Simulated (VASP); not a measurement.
# SnSe2 (P-3m1) in VASP: relaxation of cell and atoms with r2SCAN+rVV10

Aim: the relaxation of cell and atoms of SnSe2 with r2SCAN+rVV10.

Program: VASP 6.6.1. These are calculated values, not measurements. Logs are shortened: lines on timing, memory, paths and dates and some standing lists are left out, and cuts for length are marked.

## (1) The cell of the first run

The structure is trigonal, space group P-3m1 (No. 164). Conventional cell: a = 3.811 Å, b = 3.811 Å, c = 6.136 Å, α = 90.00°, β = 90.00°, γ = 120.00°. Sn (site symmetry -3m) has 6 Se at 2.68 Å within 3.5 Å. Within 3.5 Å of Se (site symmetry 3m) lie 3 Sn at 2.68 Å.

## (2) Relaxation of cell and atoms, r2SCAN+rVV10

Input file POSCAR:

```
SnSe2
1.0
    3.8110000000      0.0000000000      0.0000000000
   -1.9055000000      3.3004228138      0.0000000000
    0.0000000000      0.0000000000      6.1360000000
Sn Se
1 2
Direct
    0.0000000000      0.0000000000      0.0000000000
    0.3333333333      0.6666666667      0.2490000000
    0.6666666667      0.3333333333      0.7510000000
```

Input file INCAR.step1:

```
SYSTEM = SnSe2
PREC = Accurate
ENCUT = 600
ISMEAR = 0
SIGMA = 0.02
LREAL = .FALSE.
LASPH = .TRUE.
NELM = 100
GGA = PE
ALGO = Normal
EDIFF = 1E-4
LWAVE = .TRUE.
LCHARG = .FALSE.
```

Input file INCAR.step2:

```
SYSTEM = SnSe2
PREC = Accurate
ENCUT = 600
EDIFF = 1E-6
ISMEAR = 0
SIGMA = 0.02
LREAL = .FALSE.
LASPH = .TRUE.
NELM = 100
ALGO = Normal
ISIF = 3
LWAVE = .FALSE.
LCHARG = .FALSE.
METAGGA = R2SCAN
LMIXTAU = .TRUE.
LUSE_VDW = .TRUE.
IVDW_NL = 2
BPARAM = 11.95
CPARAM = 0.0093
IBRION = 2
NSW = 100
EDIFFG = -0.002
ISTART = 1
```

Input file KPOINTS:

```
regular mesh
0
G
  9 9 6
  0 0 0
```

Potentials or basis: VASP PAW PBE potentials, release 64 (Sn_d, Se).

Started as:

```
> cat potpaw_PBE.64/Sn_d/POTCAR potpaw_PBE.64/Se/POTCAR > POTCAR
> cp INCAR.step1 INCAR
> mpirun -np 1 vasp_std > vasp.out
> cp INCAR.step2 INCAR
> mpirun -np 1 vasp_std > vasp.out
```

OUTCAR:

```text
SYSTEM = SnSe2
   PREC = Accurate
   ENCUT = 600
   EDIFF = 1E-6
   ISMEAR = 0
   LREAL = .FALSE.
   LASPH = .TRUE.
   NELM = 100
   ISIF = 3
   METAGGA = R2SCAN
   IVDW_NL = 2
   BPARAM = 11.95
   IBRION = 2
   NSW = 100
   EDIFFG = -0.002
   ISTART = 1

 ion  position               nearest neighbor table
   1  0.000  0.000  0.000-   2 2.68   3 2.68   2 2.68   3 2.68   3 2.68   2 2.68
   2  0.333  0.667  0.249-   1 2.68   1 2.68   1 2.68
   3  0.667  0.333  0.751-   1 2.68   1 2.68   1 2.68

  LATTYP: Found a hexagonal cell.
 ALAT       =     3.8110000000
 C/A-ratio  =     1.6100760955

  Lattice vectors:

 A1 = (   3.8110000000,   0.0000000000,   0.0000000000)
 A2 = (  -1.9055000000,   3.3004228138,   0.0000000000)
 A3 = (   0.0000000000,   0.0000000000,   6.1360000000)

Analysis of symmetry for initial positions (statically):
=====================================================================
 Subroutine PRICEL returns:
 Original cell was already a primitive cell.

 Routine SETGRP: Setting up the symmetry group for a
 hexagonal supercell.

 Subroutine GETGRP returns: Found 12 space group operations
 (whereof 12 operations were pure point group operations)
 out of a pool of 24 trial point group operations.

The static configuration has the point symmetry D_3d.

Analysis of symmetry for dynamics (positions and initial velocities):
=====================================================================
 Subroutine PRICEL returns:
 Original cell was already a primitive cell.

 Routine SETGRP: Setting up the symmetry group for a
 hexagonal supercell.

 Subroutine GETGRP returns: Found 12 space group operations
 (whereof 12 operations were pure point group operations)
 out of a pool of 24 trial point group operations.

The dynamic configuration has the point symmetry D_3d.

 Subroutine INISYM returns: Found 12 space group operations
 (whereof 12 operations are pure point group operations),
 and found     1 'primitive' translations

----------------------------------------------------------------------------------------

                                     Primitive cell

  volume of cell :      77.1781

  direct lattice vectors                    reciprocal lattice vectors
     3.811000000  0.000000000  0.000000000     0.262398321  0.151495741  0.000000000
    -1.905500000  3.300422814  0.000000000     0.000000000  0.302991482  0.000000000
     0.000000000  0.000000000  6.136000000     0.000000000  0.000000000  0.162972621

  length of vectors
     3.811000000  3.811000000  6.136000000     0.302991482  0.302991482  0.162972621

  position of ions in fractional coordinates (direct lattice)
     0.000000000  0.000000000  0.000000000
     0.333333333  0.666666667  0.249000000
     0.666666667  0.333333333  0.751000000

  ion indices of the primitive-cell ions
   primitive index   ion index
                 1           1
                 2           2
                 3           3

----------------------------------------------------------------------------------------

 KPOINTS: regular mesh

Automatic generation of k-mesh.
 Grid dimensions read from file:
 generate k-points for:    9    9    6

 Generating k-lattice:

  Cartesian coordinates                     Fractional coordinates (reciprocal lattice)
     0.029155369  0.016832860  0.000000000     0.111111111  0.000000000  0.000000000
     0.000000000  0.033665720  0.000000000     0.000000000  0.111111111  0.000000000
     0.000000000  0.000000000  0.027162103     0.000000000  0.000000000  0.166666667

  Length of vectors
     0.033665720  0.033665720  0.027162103

  Shift w.r.t. Gamma in fractional coordinates (k-lattice)
     0.000000000  0.000000000  0.000000000

 Subroutine IBZKPT returns following result:
 ===========================================

 Found     62 irreducible k-points:

 Following reciprocal coordinates:
            Coordinates               Weight
  0.000000  0.000000  0.000000      1.000000
  0.111111 -0.000000  0.000000      6.000000
  0.222222 -0.000000  0.000000      6.000000
  0.333333 -0.000000  0.000000      6.000000
  0.444444 -0.000000  0.000000      6.000000
  0.111111  0.111111  0.000000      6.000000
[... 16 lines left out ...]
  0.222222  0.111111  0.166667     12.000000
 -0.111111  0.333333  0.166667     12.000000
 [... further k-points ...]
   k-points           NKPTS =     62   k-points in BZ     NKDIM =     62   number of bands    NBANDS=     17
   number of dos      NEDOS =    301   number of ions     NIONS =      3
   total plane-waves  NPLWV =  45000
   dimension x,y,z NGX =    30 NGY =   30 NGZ =   50
   dimension x,y,z NGXF=    60 NGYF=   60 NGZF=  100
   ions per type =               1   2
   NGX,Y,Z   is equivalent  to a cutoff of  13.09, 13.09, 13.55 a.u.
   NGXF,Y,Z  is equivalent  to a cutoff of  26.17, 26.17, 27.09 a.u.
 SYSTEM =  SnSe2
   PREC   = accura    normal or accurate (medium, high low for compatibility)
   ISTART =      1    job   : 0-new  1-cont  2-samecut
   ICHARG =      0    charge: 1-file 2-atom 10-const
   ISPIN  =      1    spin polarized calculation?
   LNONCOLLINEAR =      F non collinear calculations
   LSORBIT =      F    spin-orbit coupling
   LASPH  =      T    aspherical Exc in radial PAW
   ENCUT  =  600.0 eV  44.10 Ry    6.64 a.u.   7.61  7.61 12.26*2*pi/ulx,y,z
   NELM   =    100;   NELMIN=  2; NELMDL=  0     # of ELM steps
   EDIFF  = 0.1E-05   stopping-criterion for ELM
   LREAL  =      F    real-space projection
   EDIFFG = -.2E-02   stopping-criterion for IOM
   NSW    =    100    number of steps for IOM
   IBRION =      2    ionic relax: 0-MD 1-quasi-New 2-CG
   NFREE  =      1    steps in history (QN), initial steepest desc. (CG)
   ISIF   =      3    stress and relaxation
   ISYM   =      2    0-nonsym 1-usesym 2-fastsym
   POTIM  = 0.5000    time-step for ionic-motion
   TEBEG  =    0.0;   TEEND  =   0.0 temperature during run
   PSTRESS=    0.0 pullay stress
   NELECT =      26.0000    total number of electrons
   NUPDOWN=      -1.0000    fix difference up-down
   EMIN   =  10.00;   EMAX   =-10.00  energy-range for DOS
   EFERMI =   0.00;   METHOD = LEGACY
   ISMEAR =     0;   SIGMA  =   0.02  broadening in eV -4-tet -1-fermi 0-gaus
   EFERMI_NEDOS =   21; number of points for ismear=-14 and -15
   IALGO  =     38    algorithm
   IMIX   =      4    mixing-type and parameters
     AMIX     =   0.40;   BMIX     =  1.00
     AMIX_MAG =   1.60;   BMIX_MAG =  1.00
  volume/ion in A,a.u.               =      25.73       173.61
  Fermi-wavevector in a.u.,A,eV,Ry     =   1.139116  2.152617 17.654722  1.297585
  Thomas-Fermi vector in A             =   2.275820
   LORBIT       =      0    0 simple, 1 ext, 2 COOP (PROOUT), +10 PAW based schemes
   METAGGA = R2SCAN    functional components
   LHFCALC =     F    Hartree Fock is set to
   AEXX    =    0.0000 exact exchange contribution
   IVDW_NL    =     2    kernel type
   BPARAM     =11.9500
   IVDW    =     0    specifies the selected vdW correction
   LEPSILON=     F    determine dielectric tensor
   LRPA    =     F    only Hartree local field effects (RPA)
 conjugate gradient relaxation of ions
 non-spin polarized calculation
 Gauss-broadening in eV      SIGMA  =   0.02
  energy-cutoff  :      600.00
  volume of cell :       77.18
 maximum number of plane-waves:      2604
   NGX = 15   NGY = 15   NGZ = 25

--------------------------------------- Ionic step        1  -------------------------------------------

 number of electron      25.9999991 magnetization

 Free energy of the ion-electron system (eV)
  ---------------------------------------------------
  ext. energy  EPLUGINS =         0.00000000
  ---------------------------------------------------
  free energy    TOTEN  =       -53.94438521 eV

  energy without entropy =      -53.94438521  energy(sigma->0) =      -53.94438521

 E-fermi :   4.0099     XC(G=0): -10.0671

 val. band max:        3.8863687275   @ k =   0.1111   0.1111   0.0000
 cond. band min:       4.8735340380   @ k =   0.0000   0.4444   0.3333
 fundamental gap:      0.9871653106
 Fermi energy:         4.0099244530

 k-point     1 :       0.0000    0.0000    0.0000
  band No.  band energies     occupation
      1     -18.0328      2.00000
      2     -18.0328      2.00000
      3     -17.9715      2.00000
      4     -17.9597      2.00000
      5     -17.9596      2.00000
      6     -10.6456      2.00000
[... 457 lines left out ...]
      4     -17.9553      2.00000
      5     -17.9419      2.00000
      6      -9.7613      2.00000
[... 9 lines left out ...]
     16       9.5082      0.00000
     17      10.9524      0.00000

 [... further k-points ...]

------------------------ aborting loop because EDIFF is reached ----------------------------------------

  FORCE on cell =-STRESS in cart. coord.  units (eV):
  Direction    XX          YY          ZZ          XY          YZ          ZX
  --------------------------------------------------------------------------------------
  -------------------------------------------------------------------------------------
  Total        1.1509638      1.1509638      1.8865156     -0.0000000     -0.0000000      0.0000000
  in kB       23.8934231     23.8934231     39.1631039     -0.0000000     -0.0000000      0.0000000
  external PRESSURE =      28.9833167 kB  Pullay stress =       0.0000000 kB
[... 92 lines left out ...]
  FREE ENERGIE OF THE ION-ELECTRON SYSTEM (eV)
  ---------------------------------------------------
  free  energy   TOTEN  =       -53.9774318569 eV

  energy  without entropy=      -53.9774318569  energy(sigma->0) =      -53.97743186

[... ionic steps 4 to 24 ...]

--------------------------------------- Ionic step       25  -------------------------------------------

 number of electron      26.0000000 magnetization

------------------------ aborting loop because EDIFF is reached ----------------------------------------
[... 69 lines left out ...]
--------------------------------------- Ionic step       27  -------------------------------------------

 number of electron      26.0000000 magnetization

 Free energy of the ion-electron system (eV)
  ---------------------------------------------------
  ext. energy  EPLUGINS =         0.00000000
  ---------------------------------------------------
  free energy    TOTEN  =       -53.97915236 eV

  energy without entropy =      -53.97915236  energy(sigma->0) =      -53.97915236

 E-fermi :   3.6877     XC(G=0):  -9.9568

 val. band max:        3.5690589810   @ k =   0.1111   0.1111   0.0000
 cond. band min:       4.4807508424   @ k =   0.0000   0.4444   0.3333
 fundamental gap:      0.9116918614
 Fermi energy:         3.6877161101

 k-point     1 :       0.0000    0.0000    0.0000
  band No.  band energies     occupation
      1     -18.2700      2.00000
      2     -18.2700      2.00000
      3     -18.2138      2.00000
      4     -18.2064      2.00000
      5     -18.2064      2.00000
      6     -10.6638      2.00000
[... 457 lines left out ...]
      4     -18.2020      2.00000
      5     -18.1894      2.00000
      6      -9.8194      2.00000
[... 9 lines left out ...]
     16       9.1328      0.00000
     17      10.4113      0.00000

 [... further k-points ...]

------------------------ aborting loop because EDIFF is reached ----------------------------------------

  FORCE on cell =-STRESS in cart. coord.  units (eV):
  Direction    XX          YY          ZZ          XY          YZ          ZX
  --------------------------------------------------------------------------------------
  -------------------------------------------------------------------------------------
  Total       -0.0042704     -0.0042704     -0.0010194      0.0000000      0.0000000     -0.0000000
  in kB       -0.0863064     -0.0863064     -0.0206016      0.0000000      0.0000000     -0.0000000
  external PRESSURE =      -0.0644048 kB  Pullay stress =       0.0000000 kB
[... 18 lines left out ...]
  FREE ENERGIE OF THE ION-ELECTRON SYSTEM (eV)
  ---------------------------------------------------
  free  energy   TOTEN  =       -53.9791523581 eV

  energy  without entropy=      -53.9791523581  energy(sigma->0) =      -53.97915236

 reached required accuracy - stopping structural energy minimisation
```

Run time: 39 min. Hardware: 1 thread of Intel Xeon 6975P-C (Granite Rapids), shared host; peak memory 0.45 GiB.

What came out:

| Item | Value |
| --- | --- |
| Free energy | -53.9792 eV |
| Relaxed volume | 26.43 Å³/atom |
| Relaxed cell | a = 3.830 Å, b = 3.830 Å, c = 6.240 Å, α = 90.00°, β = 90.00°, γ = 120.00° |
| Space group after relaxing (to 0.1 Å) | P-3m1 (No. 164) |
| Energy gained by relaxing | 11.6 meV/atom |
| Ionic steps | 27 |
| Pressure after relaxing | 0.0 GPa |
| Band gap on the k mesh | 0.91 eV (least direct gap 1.46 eV) |

Step by step:
| step | energy change (eV) | largest force (eV/Å) | pressure (GPa) | volume (Å³) |
| --- | --- | --- | --- | --- |
| 1 | 0.0000 | 0.5812 | 2.90 | 77.18 |
| 2 | -0.0048 | 0.3691 | -2.69 | 82.49 |
| 3 | -0.0330 | 0.0626 | -0.22 | 79.86 |
| 4 | -0.0330 | 0.0722 | -0.16 | 79.81 |
| 5 | -0.0345 | 0.0329 | -0.05 | 79.55 |
| 6 | -0.0347 | 0.0108 | 0.01 | 79.41 |
| 7 | -0.0347 | 0.0089 | 0.02 | 79.40 |
| 8 | -0.0347 | 0.0014 | -0.03 | 79.44 |
| 9 | -0.0347 | 0.0028 | -0.04 | 79.43 |
| 10 | -0.0347 | 0.0044 | -0.04 | 79.42 |
| 11 | -0.0347 | 0.0030 | -0.01 | 79.42 |
| 12 | -0.0347 | 0.0008 | -0.04 | 79.41 |
| 13 | -0.0347 | 0.0094 | -0.05 | 79.38 |
| 14 | -0.0348 | 0.0040 | -0.03 | 79.33 |
| 15 | -0.0348 | 0.0047 | 0.02 | 79.25 |
| 16 | -0.0348 | 0.0021 | 0.01 | 79.27 |
| 17 | -0.0348 | 0.0018 | 0.02 | 79.27 |
| 18 | -0.0348 | 0.0016 | -0.01 | 79.30 |
| 19 | -0.0348 | 0.0006 | 0.00 | 79.29 |
| 20 | -0.0348 | 0.0012 | -0.02 | 79.28 |
| 21 | -0.0348 | 0.0018 | -0.01 | 79.28 |
| 22 | -0.0348 | 0.0025 | -0.01 | 79.27 |
| 23 | -0.0348 | 0.0047 | 0.02 | 79.26 |
| 24 | -0.0348 | 0.0041 | 0.02 | 79.26 |
| 25 | -0.0348 | 0.0031 | 0.03 | 79.26 |
| 26 | -0.0348 | 0.0023 | -0.01 | 79.27 |
| 27 | -0.0348 | 0.0014 | -0.01 | 79.28 |

Final structure:
```yaml
crystal:
  lattice:
    - [3.82996, 0.00000, 0.00000]
    - [-1.91498, 3.31684, 0.00000]
    - [0.00000, 0.00000, 6.24047]
  atoms:
    - { symbol: Sn, position: [0.00000, 0.00000, 0.00000] }
    - { symbol: Se, position: [0.33333, 0.66667, 0.25278] }
    - { symbol: Se, position: [0.66667, 0.33333, 0.74722] }
```

Levels at points of the mesh, in eV from the valence-band top:
```csv
k point,band 10,band 11,band 12,band 13,band 14,band 15,band 16,band 17
"(0.00, 0.00, 0.00)",-0.57,-0.29,-0.29,-0.10,1.40,3.55,5.06,5.06
"(0.00, 0.00, 0.50)",-0.67,-0.67,-0.13,-0.13,2.80,3.49,4.79,4.79
```

Caveat: the PAW data sets were made with another functional, which shifts forces and pressure a little; spin-orbit coupling is left out, which moves the levels of the heavy elements; an odd mesh through Γ misses points on the zone boundary, where band edges can lie. Zero-point motion and thermal expansion aren't in these numbers.
